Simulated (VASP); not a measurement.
# MgS (I4/mmm) in VASP: further runs

The runs below take MgS through single point, with PBEsol.

Program: VASP 6.6.1. These are calculated values, not measurements. Logs are shortened: lines on timing, memory, paths and dates and some standing lists are left out, and cuts for length are marked.

## Step 1: The cell of the first run

Symmetry: I4/mmm, No. 139, tetragonal system. Conventional cell: a = 3.679 Å, b = 3.679 Å, c = 5.099 Å, α = 90.00°, β = 90.00°, γ = 90.00°. Mg (site symmetry 4/mmm) has 6 S at 2.55 to 2.60 Å within 3.4 Å. S (site symmetry 4/mmm) has 6 Mg at 2.55 to 2.60 Å within 3.4 Å.

## Step 2: Single point, PBEsol (zz strain of -2 %)

Contents of INCAR:

```
PREC     = Accurate       # precision mode
ENCUT    = 520            # plane-wave cutoff, eV
EDIFF    = 1E-7           # SCF threshold, eV
ISMEAR   = -1             # smearing method
SIGMA    = 0.03           # smearing width, eV
LREAL    = F              # projectors in reciprocal space
LASPH    = T              # aspherical terms in the spheres
NELM     = 80             # most SCF steps
ALGO     = Normal         # electronic algorithm
ISIF     = 2              # what is computed and relaxed
LWAVE    = F              # write WAVECAR
LCHARG   = F              # write CHGCAR
GGA      = PS             # functional
NBANDS   = 11             # bands
```

Contents of KPOINTS:

```
Automatic mesh
0
Gamma
  10 10 10
```

Contents of POSCAR:

```
MgS
1.0
    0.0000000000      2.6016500000      2.5496170000
    2.6016500000      0.0000000000      2.5496170000
    2.6016500000      2.6016500000      0.0000000000
Mg S
1 1
Direct
    0.0000000000      0.0000000000      0.0000000000
    0.5000000000      0.5000000000      0.5000000000
```

Potentials or basis: VASP PAW PBE potentials, release 64 (Mg, S).

The run is started by

```
$ cat potpaw_PBE.64/Mg/POTCAR potpaw_PBE.64/S/POTCAR > POTCAR
$ mpirun -np 1 vasp_std > vasp.out
```

OUTCAR:

```text
PREC = Accurate
   ENCUT = 520
   EDIFF = 1E-7
   ISMEAR = -1
   LREAL = F
   LASPH = T
   NELM = 80
   ISIF = 2
   GGA = PS

 ion  position               nearest neighbor table
   1  0.000  0.000  0.000-   2 2.55   2 2.55   2 2.60   2 2.60   2 2.60   2 2.60
   2  0.500  0.500  0.500-   1 2.55   1 2.55   1 2.60   1 2.60   1 2.60   1 2.60

  LATTYP: Found a body centered tetragonal cell.
 ALAT       =     3.6792887145
 C/A-ratio  =     1.3859292911

  Lattice vectors:

 A1 = (   0.0000000000,  -2.6016500000,  -2.5496170000)
 A2 = (   0.0000000000,   2.6016500000,  -2.5496170000)
 A3 = (   2.6016500000,   0.0000000000,   2.5496170000)

Analysis of symmetry for initial positions (statically):
=====================================================================
 Subroutine PRICEL returns:
 Original cell was already a primitive cell.

 Routine SETGRP: Setting up the symmetry group for a
 body centered tetragonal supercell.

 Subroutine GETGRP returns: Found 16 space group operations
 (whereof 16 operations were pure point group operations)
 out of a pool of 16 trial point group operations.

The static configuration has the point symmetry D_4h.

Analysis of symmetry for dynamics (positions and initial velocities):
=====================================================================
 Subroutine PRICEL returns:
 Original cell was already a primitive cell.

 Routine SETGRP: Setting up the symmetry group for a
 body centered tetragonal supercell.

 Subroutine GETGRP returns: Found 16 space group operations
 (whereof 16 operations were pure point group operations)
 out of a pool of 16 trial point group operations.

The dynamic configuration has the point symmetry D_4h.

 Subroutine INISYM returns: Found 16 space group operations
 (whereof 16 operations are pure point group operations),
 and found     1 'primitive' translations

----------------------------------------------------------------------------------------

                                     Primitive cell

  volume of cell :      34.5146

  direct lattice vectors                    reciprocal lattice vectors
     0.000000000  2.601650000  2.549617000    -0.192185728  0.192185728  0.196107886
     2.601650000  0.000000000  2.549617000     0.192185728 -0.192185728  0.196107886
     2.601650000  2.601650000  0.000000000     0.192185728  0.192185728 -0.196107886

  length of vectors
     3.642681645  3.642681645  3.679288715     0.335155205  0.335155205  0.335155205

[... 80 lines left out ...]
   EDIFF  = 0.1E-06   stopping-criterion for ELM
   LREAL  =      F    real-space projection
   EDIFFG = 0.1E-05   stopping-criterion for IOM
   NSW    =      0    number of steps for IOM
   IBRION =     -1    ionic relax: 0-MD 1-quasi-New 2-CG
   NFREE  =      0    steps in history (QN), initial steepest desc. (CG)
   ISIF   =      2    stress and relaxation
   ISYM   =      2    0-nonsym 1-usesym 2-fastsym
   POTIM  = 0.5000    time-step for ionic-motion
   TEBEG  =    0.0;   TEEND  =   0.0 temperature during run
   PSTRESS=    0.0 pullay stress
   NELECT =       8.0000    total number of electrons
   NUPDOWN=      -1.0000    fix difference up-down
   EMIN   =  10.00;   EMAX   =-10.00  energy-range for DOS
   EFERMI =   0.00;   METHOD = LEGACY
   ISMEAR =    -1;   SIGMA  =   0.03  broadening in eV -4-tet -1-fermi 0-gaus
   EFERMI_NEDOS =   21; number of points for ismear=-14 and -15
   IALGO  =     38    algorithm
   IMIX   =      4    mixing-type and parameters
     AMIX     =   0.40;   BMIX     =  1.00
     AMIX_MAG =   1.60;   BMIX_MAG =  1.00
  volume/ion in A,a.u.               =      17.26       116.46
  Fermi-wavevector in a.u.,A,eV,Ry     =   1.005628  1.900361 13.759398  1.011287
  Thomas-Fermi vector in A             =   2.138319
   LORBIT       =      0    0 simple, 1 ext, 2 COOP (PROOUT), +10 PAW based schemes
   GGA     = PS    functional components
   LHFCALC =     F    Hartree Fock is set to
   AEXX    =    0.0000 exact exchange contribution
   IVDW    =     0    specifies the selected vdW correction
   LEPSILON=     F    determine dielectric tensor
   LRPA    =     F    only Hartree local field effects (RPA)
 non-spin polarized calculation
  energy-cutoff  :      520.00
  volume of cell :       34.51
 maximum number of plane-waves:       948
   NGX = 13   NGY = 13   NGZ = 13

 number of electron       7.9999999 magnetization

 Free energy of the ion-electron system (eV)
  ---------------------------------------------------
  ext. energy  EPLUGINS =         0.00000000
  ---------------------------------------------------
  free energy    TOTEN  =        -9.07154260 eV

  energy without entropy =       -9.07154260  energy(sigma->0) =       -9.07154260

 E-fermi :   4.4868     XC(G=0):  -9.9199

 val. band max:        3.8866936072   @ k =   0.0000   0.0000   0.0000
 cond. band min:       6.5358220462   @ k =   0.5000   0.5000   0.0000
 fundamental gap:      2.6491284389
 Fermi energy:         4.4868386301

 k-point     1 :       0.0000    0.0000    0.0000
  band No.  band energies     occupation
      1      -8.9446      2.00000
      2       3.7954      2.00000
      3       3.8867      2.00000
      4       3.8867      2.00000
      5       7.6095      0.00000
      6      11.6303      0.00000
      7      11.6303      0.00000
      8      11.8417      0.00000
      9      14.0473      0.00000
     10      14.3307      0.00000
     11      16.2050      0.00000
[... 309 lines left out ...]
 k-point    24 :       0.4000    0.3000    0.0000
  band No.  band energies     occupation
      1      -7.5570      2.00000
      2       0.1105      2.00000
      3       2.1231      2.00000
      4       2.3832      2.00000
      5       7.7541      0.00000
      6       8.8692      0.00000
      7      13.4353      0.00000
      8      14.3103      0.00000
      9      15.9618      0.00000
     10      17.1478      0.00000
     11      20.7590      0.00000

 [... further k-points ...]
[... 5 lines left out ...]
  --------------------------------------------------------------------------------------
  -------------------------------------------------------------------------------------
  Total       -0.0660735     -0.0660735      0.4551286      0.0000000      0.0000000      0.0000000
  in kB       -3.0671522     -3.0671522     21.1272032      0.0000000      0.0000000      0.0000000
  external PRESSURE =       4.9976329 kB  Pullay stress =       0.0000000 kB

 VOLUME and BASIS-vectors are now :
 -----------------------------------------------------------------------------
  energy-cutoff  :      520.00
  volume of cell :       34.51
      direct lattice vectors                 reciprocal lattice vectors
     0.000000000  2.601650000  2.549617000    -0.192185728  0.192185728  0.196107886
     2.601650000  0.000000000  2.549617000     0.192185728 -0.192185728  0.196107886
     2.601650000  2.601650000  0.000000000     0.192185728  0.192185728 -0.196107886

 POSITION                                       TOTAL-FORCE (eV/Angst)
 -----------------------------------------------------------------------------------
      0.00000      0.00000      0.00000         0.000000     -0.000000      0.000000
      2.60165      2.60165      2.54962        -0.000000      0.000000      0.000000
 -----------------------------------------------------------------------------------
    total drift:                                0.000000      0.000000      0.000000

  FREE ENERGIE OF THE ION-ELECTRON SYSTEM (eV)
  ---------------------------------------------------
  free  energy   TOTEN  =        -9.0715426047 eV

  energy  without entropy=       -9.0715426047  energy(sigma->0) =       -9.07154260
```

stdout:

```text
POSCAR found type information on POSCAR MgS
 POSCAR found :  2 types and       2 ions
 scaLAPACK will be used
 -----------------------------------------------------------------------------
|                                                                             |
|                                                                             |
|     You enforced a specific xc type in the INCAR file but a different       |
|     I HOPE YOU KNOW WHAT YOU ARE DOING!                                     |
|                                                                             |
 -----------------------------------------------------------------------------

 LDA part: xc-table for (Slater+PW92), standard interpolation
 POSCAR, INCAR and KPOINTS ok, starting setup
 FFT: planning ... GRIDC
 FFT: planning ... GRID_SOFT
 FFT: planning ... GRID
 WAVECAR not read
 entering main loop
```

Wall time 1.7 min (1 thread of AMD EPYC 7R13, shared host); peak memory 0.15 GiB.

What came out:

```
Free energy            : -9.0715 eV
Pressure               : 0.5 GPa
Band gap on the k mesh : 2.65 eV, indirect (least direct gap 3.72 eV)
```

Levels at points of the mesh, in eV from the valence-band top:
```csv
k point,band 1,band 2,band 3,band 4,band 5,band 6,band 7,band 8,band 9
"(0.00, 0.00, 0.00)",-12.83,-0.09,0.00,0.00,3.72,7.74,7.74,7.96,10.16
"(0.50, 0.00, 0.00)",-11.45,-5.03,-0.68,-0.62,4.39,6.71,6.94,10.26,12.06
"(0.50, 0.50, 0.00)",-11.01,-4.38,-1.85,-1.85,2.65,4.10,12.18,12.89,13.35
"(0.50, 0.00, 0.50)",-11.08,-4.41,-1.84,-1.66,2.76,4.18,11.97,12.82,13.20
```

Caveat: the cell differs from its parent crystal (zz strain of -2 %); the PAW data sets were made with another functional, which shifts forces and pressure a little. A k mesh can miss the band edges.

## Step 3: Single point, PBEsol (equal xx and yy strain of -1 %)

Contents of INCAR:

```
  ALGO = Normal
  EDIFF = 1E-7
  ENCUT = 520
  GGA = PS
  ISIF = 2
  ISMEAR = -1
  LASPH = T
  LCHARG = F
  LREAL = F
  LWAVE = F
  NBANDS = 11
  NELM = 80
  PREC = Accurate
  SIGMA = 0.03
```

Contents of KPOINTS:

```
k-points
0
Gamma
  10 10 10
```

Contents of POSCAR:

```
MgS
1.0
    0.0000000000      2.5756335000      2.6016500000
    2.5756335000      0.0000000000      2.6016500000
    2.5756335000      2.5756335000      0.0000000000
Mg S
1 1
Direct
    0.0000000000      0.0000000000      0.0000000000
    0.5000000000      0.5000000000      0.5000000000
```

Potentials or basis: VASP PAW PBE potentials, release 64 (Mg, S).

The run is started by

```
$ cat potpaw_PBE.64/Mg/POTCAR potpaw_PBE.64/S/POTCAR > POTCAR
$ mpirun -np 1 vasp_std > vasp.out
```

Run time: 91 s. Hardware: 1 thread of AMD EPYC 7R13, shared host; peak memory 0.15 GiB.

Results (log left out):

```
Free energy            : -9.0742 eV
Pressure               : 0.4 GPa
Band gap on the k mesh : 2.70 eV, indirect (least direct gap 3.72 eV)
```

Stress tensor (GPa, compression positive):
```
 0.82  0.00  0.00
 0.00  0.82  0.00
 0.00  0.00 -0.33
```

Levels at points of the mesh, in eV from the valence-band top:
| k point | band 1 | band 2 | band 3 | band 4 | band 5 | band 6 | band 7 | band 8 | band 9 |
| --- | --- | --- | --- | --- | --- | --- | --- | --- | --- |
| (0.00, 0.00, 0.00) | -12.83 | -0.04 | -0.04 | 0.00 | 3.72 | 7.74 | 7.85 | 7.85 | 10.23 |
| (0.50, 0.00, 0.00) | -11.45 | -5.03 | -0.67 | -0.64 | 4.40 | 6.77 | 6.88 | 10.26 | 12.06 |
| (0.50, 0.50, 0.00) | -11.08 | -4.40 | -1.75 | -1.75 | 2.76 | 4.18 | 11.97 | 12.83 | 13.49 |
| (0.50, 0.00, 0.50) | -11.04 | -4.39 | -1.84 | -1.75 | 2.70 | 4.14 | 12.07 | 12.86 | 13.28 |

Caveat: the cell differs from its parent crystal (equal xx and yy strain of -1 %); the PAW data sets were made with another functional, which shifts forces and pressure a little. A k mesh can miss the band edges.
